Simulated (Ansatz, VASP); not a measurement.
## Two plane-wave programs on Lu

```
Lu
1.0
     2.47162    0.00000    0.00000
    -1.23581    2.14048    0.00000
     0.00000    0.00000    2.34455
Lu
1
Direct
  0.00000 0.00000 0.00000
```

Change from the starting cell: volume scaled by 0.4, PAW files.

Alike in both runs: task single point; functional PBE; k mesh 13 × 13 × 12; occupations fermi-dirac, width 0.08 eV; no spin polarisation.

|  | VASP | Ansatz |
| --- | --- | --- |
| version | VASP 6.6.1 | Ansatz 0.2.0 |
| potentials or method | VASP PAW PBE potentials, release 64 (Lu) | PAW with Ansatz's default frozen-core files, scalar-relativistic |
| plane-wave cutoff (eV) | 520 | 420 |
| valence electrons in the cell | 25 | 25 |

```tsv
	VASP	Ansatz	Ansatz less VASP
pressure (GPa)	183.8	177.4	-6.31
traceless stress, the component that is largest in VASP (GPa)	1.18	-0.30	-1.482
```

Both programs put the cell under a high pressure, so it lies far from rest at this level. With one functional, cell and mesh, what is left measures potentials, basis and numerics.

Neither program's run includes spin-orbit coupling. Noted on VASP's run: the cell as given lies far from equilibrium.
